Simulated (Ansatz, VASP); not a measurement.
**Ta4Br in VASP and in Ansatz**

File INCAR:

```
  PREC = Accurate
  ENCUT = 520
  EDIFF = 1E-6
  ISMEAR = 0
  SIGMA = 0.1
  LREAL = False
  LASPH = True
  NELM = 80
  ALGO = Normal
  ISIF = 2
  LWAVE = False
  LCHARG = False
  GGA = PE
  NBANDS = 34
```

KPOINTS

```
regular mesh
0
Gamma
  4 4 4
```

The input POSCAR:

```
Ta4Br
1.0
   -2.8948226600      2.8948226600      2.8948226600
    2.8948226600     -2.8948226600      2.8948226600
    2.8948226600      2.8948226600     -2.8948226600
Ta Br
4 1
Direct
    0.0000000000      0.0000000000      0.5000000000
    0.5000000000      0.0000000000      0.0000000000
    0.5000000000      0.5000000000      0.5000000000
    0.0000000000      0.5000000000      0.0000000000
    0.0000000000      0.0000000000      0.0000000000
```

Input for Ansatz:

```yaml
crystal:
  lattice:
    - [-2.89482266, 2.89482266, 2.89482266]
    - [2.89482266, -2.89482266, 2.89482266]
    - [2.89482266, 2.89482266, -2.89482266]
  atoms:
    - { symbol: Ta, position: [0.0, 0.0, 0.5] }
    - { symbol: Ta, position: [0.5, 0.0, 0.0] }
    - { symbol: Ta, position: [0.5, 0.5, 0.5] }
    - { symbol: Ta, position: [0.0, 0.5, 0.0] }
    - { symbol: Br, position: [0.0, 0.0, 0.0] }
basis:
  ecutwfc: 420
kpoints:
  mp_grid: { grid: [4, 4, 4] }
hamiltonian:
  xc: pbe
scf:
  occupations: { method: gaussian, width: 0.1 }
  lower_state_search: "off"
output:
  forces: true
  stress: true
  eigenvalues: true
```

Change from the starting cell: species swapped into the NiHg4 type (Im-3m, No. 229).

Alike in both runs: task single point; functional PBE; k mesh 4 × 4 × 4; occupations gaussian, width 0.1 eV; no spin polarisation.

|  | VASP | Ansatz |
| --- | --- | --- |
| version | VASP 6.6.1 | Ansatz 0.2.0 |
| potentials or method | VASP PAW PBE potentials, release 64 (Ta_pv, Br), cutoff 520 eV | scalar-relativistic, plane waves, PAW |
| valence electrons in the cell | 51 | 59 |

Ansatz gave:

```
gap on the k mesh at the Fermi level (eV) : none
pressure (GPa)                            : 11.2
```

Question: Estimate VASP's values.

Answer: gap on the k mesh at the Fermi level (eV): none; pressure (GPa): 11.4.

A gap of «none» marks a metal or a gap that the smearing closes. The functional is the same, so the differences come from potentials, cutoffs and numerics. VASP's potentials hold 51 valence electrons a cell and Ansatz's 59, so a difference there can come from the potentials and not from the codes.

The k mesh is coarse, so the values compare programs but aren't converged. Spin-orbit coupling is off throughout.
